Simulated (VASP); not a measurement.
# Pb (Pm-3m) in VASP: notebook, part 2 of 2

VASP 6.6.1.

**3. Relaxation of cell and atoms, LDA**

This run uses another cell than the first one, of 33.39 Å³/atom, 1.078 times its volume.

INCAR reads:

```
ALGO     = Normal         # electronic algorithm
EDIFF    = 1E-7           # SCF threshold, eV
EDIFFG   = -0.01          # ionic threshold
ENCUT    = 500            # plane-wave cutoff, eV
GGA      = CA             # functional
GGA_COMPAT= False        
IBRION   = 2              # ionic algorithm
ISIF     = 3              # what is computed and relaxed
ISMEAR   = 1              # smearing method
LASPH    = True           # aspherical terms in the spheres
LCHARG   = False          # write CHGCAR
LREAL    = False          # projectors in reciprocal space
LWAVE    = False          # write WAVECAR
NELM     = 120            # most SCF steps
NELMIN   = 4            
NSW      = 50             # ionic steps
PREC     = Accurate       # precision mode
SIGMA    = 0.05           # smearing width, eV
```

KPOINTS reads:

```
k-points
0
Gamma
  6 6 6
```

POSCAR reads:

```
Pb
1.0
    3.2200000000      0.0000000000      0.0000000000
    0.0000000000      3.2200000000      0.0000000000
    0.0000000000      0.0000000000      3.2200000000
Pb
1
Direct
    0.0000000000      0.0000000000      0.0000000000
```

Potentials or basis: VASP PAW LDA potentials, release 64 (Pb_d).

Command:

```sh
$ cat potpaw_LDA.64/Pb_d/POTCAR > POTCAR
$ mpirun -np 1 vasp_std > vasp.out
```

OUTCAR:

```text
EDIFF = 1E-7
   EDIFFG = -0.01
   ENCUT = 500
   GGA = CA
   IBRION = 2
   ISIF = 3
   ISMEAR = 1
   LASPH = True
   LREAL = False
   NELM = 120
   NELMIN = 4
   NSW = 50
   PREC = Accurate

 ion  position               nearest neighbor table
   1  0.000  0.000  0.000-

  LATTYP: Found a simple cubic cell.
 ALAT       =     3.2200000000

  Lattice vectors:

 A1 = (   3.2200000000,   0.0000000000,   0.0000000000)
 A2 = (   0.0000000000,   3.2200000000,   0.0000000000)
 A3 = (   0.0000000000,   0.0000000000,   3.2200000000)

Analysis of symmetry for initial positions (statically):
=====================================================================
 Subroutine PRICEL returns:
 Original cell was already a primitive cell.

 Routine SETGRP: Setting up the symmetry group for a
 simple cubic supercell.

 Subroutine GETGRP returns: Found 48 space group operations
 (whereof 48 operations were pure point group operations)
 out of a pool of 48 trial point group operations.

The static configuration has the point symmetry O_h .

Analysis of symmetry for dynamics (positions and initial velocities):
=====================================================================
 Subroutine PRICEL returns:
 Original cell was already a primitive cell.

 Routine SETGRP: Setting up the symmetry group for a
 simple cubic supercell.

 Subroutine GETGRP returns: Found 48 space group operations
 (whereof 48 operations were pure point group operations)
 out of a pool of 48 trial point group operations.

The dynamic configuration has the point symmetry O_h .

 Subroutine INISYM returns: Found 48 space group operations
 (whereof 48 operations are pure point group operations),
 and found     1 'primitive' translations

----------------------------------------------------------------------------------------

                                     Primitive cell

  volume of cell :      33.3862

  direct lattice vectors                    reciprocal lattice vectors
     3.220000000  0.000000000  0.000000000     0.310559006  0.000000000  0.000000000
     0.000000000  3.220000000  0.000000000     0.000000000  0.310559006  0.000000000
     0.000000000  0.000000000  3.220000000     0.000000000  0.000000000  0.310559006

  length of vectors
     3.220000000  3.220000000  3.220000000     0.310559006  0.310559006  0.310559006

  position of ions in fractional coordinates (direct lattice)
     0.000000000  0.000000000  0.000000000

  ion indices of the primitive-cell ions
   primitive index   ion index
                 1           1

----------------------------------------------------------------------------------------

 KPOINTS: k-points

Automatic generation of k-mesh.
 Grid dimensions read from file:
 generate k-points for:    6    6    6

 Generating k-lattice:

  Cartesian coordinates                     Fractional coordinates (reciprocal lattice)
     0.051759834  0.000000000  0.000000000     0.166666667  0.000000000  0.000000000
     0.000000000  0.051759834  0.000000000     0.000000000  0.166666667  0.000000000
     0.000000000  0.000000000  0.051759834     0.000000000  0.000000000  0.166666667

  Length of vectors
     0.051759834  0.051759834  0.051759834

  Shift w.r.t. Gamma in fractional coordinates (k-lattice)
     0.000000000  0.000000000  0.000000000

 Subroutine IBZKPT returns following result:
 ===========================================

 Found     20 irreducible k-points:

 Following reciprocal coordinates:
            Coordinates               Weight
  0.000000  0.000000  0.000000      1.000000
  0.166667  0.000000  0.000000      6.000000
  0.333333  0.000000  0.000000      6.000000
  0.500000  0.000000  0.000000      3.000000
  0.166667  0.166667  0.000000     12.000000
  0.333333  0.166667  0.000000     24.000000
[... 12 lines left out ...]
  0.500000  0.500000  0.333333      6.000000
  0.500000  0.500000  0.500000      1.000000
   k-points           NKPTS =     20   k-points in BZ     NKDIM =     20   number of bands    NBANDS=     11
   number of dos      NEDOS =    301   number of ions     NIONS =      1
   total plane-waves  NPLWV =  13824
   dimension x,y,z NGX =    24 NGY =   24 NGZ =   24
   dimension x,y,z NGXF=    48 NGYF=   48 NGZF=   48
   ions per type =               1
   NGX,Y,Z   is equivalent  to a cutoff of  12.39, 12.39, 12.39 a.u.
   NGXF,Y,Z  is equivalent  to a cutoff of  24.78, 24.78, 24.78 a.u.
 SYSTEM =  unknown system
   PREC   = accura    normal or accurate (medium, high low for compatibility)
   ISTART =      0    job   : 0-new  1-cont  2-samecut
   ICHARG =      2    charge: 1-file 2-atom 10-const
   ISPIN  =      1    spin polarized calculation?
   LNONCOLLINEAR =      F non collinear calculations
   LSORBIT =      F    spin-orbit coupling
   LASPH  =      T    aspherical Exc in radial PAW
   ENCUT  =  500.0 eV  36.75 Ry    6.06 a.u.   5.87  5.87  5.87*2*pi/ulx,y,z
   NELM   =    120;   NELMIN=  4; NELMDL= -5     # of ELM steps
   EDIFF  = 0.1E-06   stopping-criterion for ELM
   LREAL  =      F    real-space projection
   EDIFFG = -.1E-01   stopping-criterion for IOM
   NSW    =     50    number of steps for IOM
   IBRION =      2    ionic relax: 0-MD 1-quasi-New 2-CG
   NFREE  =      1    steps in history (QN), initial steepest desc. (CG)
   ISIF   =      3    stress and relaxation
   ISYM   =      2    0-nonsym 1-usesym 2-fastsym
   POTIM  = 0.5000    time-step for ionic-motion
   TEBEG  =    0.0;   TEEND  =   0.0 temperature during run
   PSTRESS=    0.0 pullay stress
   NELECT =      14.0000    total number of electrons
   NUPDOWN=      -1.0000    fix difference up-down
   EMIN   =  10.00;   EMAX   =-10.00  energy-range for DOS
   EFERMI =   0.00;   METHOD = LEGACY
   ISMEAR =     1;   SIGMA  =   0.05  broadening in eV -4-tet -1-fermi 0-gaus
   EFERMI_NEDOS =   21; number of points for ismear=-14 and -15
   IALGO  =     38    algorithm
   IMIX   =      4    mixing-type and parameters
     AMIX     =   0.40;   BMIX     =  1.00
     AMIX_MAG =   1.60;   BMIX_MAG =  1.00
  volume/ion in A,a.u.               =      33.39       225.30
  Fermi-wavevector in a.u.,A,eV,Ry     =   1.225354  2.315584 20.429051  1.501493
  Thomas-Fermi vector in A             =   2.360395
   LORBIT       =      0    0 simple, 1 ext, 2 COOP (PROOUT), +10 PAW based schemes
   GGA     = CA    functional components
   LHFCALC =     F    Hartree Fock is set to
   AEXX    =    0.0000 exact exchange contribution
   IVDW    =     0    specifies the selected vdW correction
   LEPSILON=     F    determine dielectric tensor
   LRPA    =     F    only Hartree local field effects (RPA)
 conjugate gradient relaxation of ions
 non-spin polarized calculation
 Methfessel and Paxton  Order N= 1 SIGMA  =   0.05
  energy-cutoff  :      500.00
  volume of cell :       33.39
 maximum number of plane-waves:       868
 NGX is ok and might be reduce to    24
   NGX = 11   NGY = 11   NGZ = 11

--------------------------------------- Ionic step        1  -------------------------------------------

 number of electron      14.0000011 magnetization

 Free energy of the ion-electron system (eV)
  ---------------------------------------------------
  ext. energy  EPLUGINS =         0.00000000
  ---------------------------------------------------
  free energy    TOTEN  =        -4.02498202 eV

  energy without entropy =       -4.02353105  energy(sigma->0) =       -4.02449836

 E-fermi :   5.5537     XC(G=0):  -9.9029

 val. band max:        5.4169406388   @ k =   0.3333   0.3333   0.1667
 cond. band min:       5.5611557098   @ k =   0.3333   0.3333   0.1667
 fundamental gap:      0.1442150710
 Fermi energy:         5.5536550386

 k-point     1 :       0.0000    0.0000    0.0000
  band No.  band energies     occupation
      1     -11.4436      2.00000
      2     -11.4436      2.00000
      3     -10.8422      2.00000
      4     -10.8422      2.00000
      5     -10.8422      2.00000
      6      -5.5511      2.00000
      7      10.6548      0.00000
      8      10.6548      0.00000
      9      10.6548      0.00000
     10      13.6995      0.00000
     11      15.1413      0.00000
[... 331 lines left out ...]
  energy  without entropy=       -4.0458092405  energy(sigma->0) =       -4.04678523

--------------------------------------- Ionic step        3  -------------------------------------------

 number of electron      13.9999994 magnetization

 Free energy of the ion-electron system (eV)
  ---------------------------------------------------
  ext. energy  EPLUGINS =         0.00000000
  ---------------------------------------------------
  free energy    TOTEN  =        -4.04864945 eV

  energy without entropy =       -4.04718546  energy(sigma->0) =       -4.04816145

 E-fermi :   6.3945     XC(G=0): -10.2480

 val. band max:        6.1473440353   @ k =   0.3333   0.3333   0.1667
 cond. band min:       6.4019400987   @ k =   0.3333   0.3333   0.1667
 fundamental gap:      0.2545960634
 Fermi energy:         6.3944628412

 k-point     1 :       0.0000    0.0000    0.0000
  band No.  band energies     occupation
      1     -10.7940      2.00000
      2     -10.7940      2.00000
      3     -10.0559      2.00000
      4     -10.0559      2.00000
      5     -10.0559      2.00000
      6      -5.2363      2.00000
      7      11.7171      0.00000
      8      11.7171      0.00000
      9      11.7171      0.00000
     10      15.0181      0.00000
     11      16.3387      0.00000
[... 292 lines left out ...]
  FREE ENERGIE OF THE ION-ELECTRON SYSTEM (eV)
  ---------------------------------------------------
  free  energy   TOTEN  =        -4.0486494472 eV

  energy  without entropy=       -4.0471854597  energy(sigma->0) =       -4.04816145

 reached required accuracy - stopping structural energy minimisation
```

Run time: 4 s. Hardware: 1 thread of Intel Xeon 6975P-C (Granite Rapids), shared host; peak memory 0.13 GiB.

Results:

```
Free energy                            : -4.0486 eV
Relaxed volume                         : 31.01 Å³/atom
Relaxed cell                           : a = 3.142 Å, b = 3.142 Å, c = 3.142 Å, α = 90.00°, β = 90.00°, γ = 90.00°
Space group after relaxing (to 0.05 Å) : Pm-3m (No. 221)
Energy gained by relaxing              : 23.7 meV/atom
Ionic steps                            : 3
Pressure after relaxing                : 0.0 GPa
Band gap on the k mesh                 : zero (band 7 reaches 11.72 eV, above the bottom of band 8 at 4.50 eV)
```

Step by step:
| step | energy change (eV) | largest force (eV/Å) | pressure (GPa) | volume (Å³) |
| --- | --- | --- | --- | --- |
| 1 | 0.0000 | 0.0000 | -2.96 | 33.39 |
| 2 | -0.0223 | 0.0000 | 0.86 | 30.49 |
| 3 | -0.0237 | 0.0000 | 0.00 | 31.01 |

Final structure:
```
Pb
1.0
     3.14168    0.00000    0.00000
     0.00000    3.14168    0.00000
     0.00000    0.00000    3.14168
Pb
1
Direct
  0.00000 0.00000 0.00000
```

Caveat: spin-orbit coupling is left out, which moves the levels of the heavy elements.
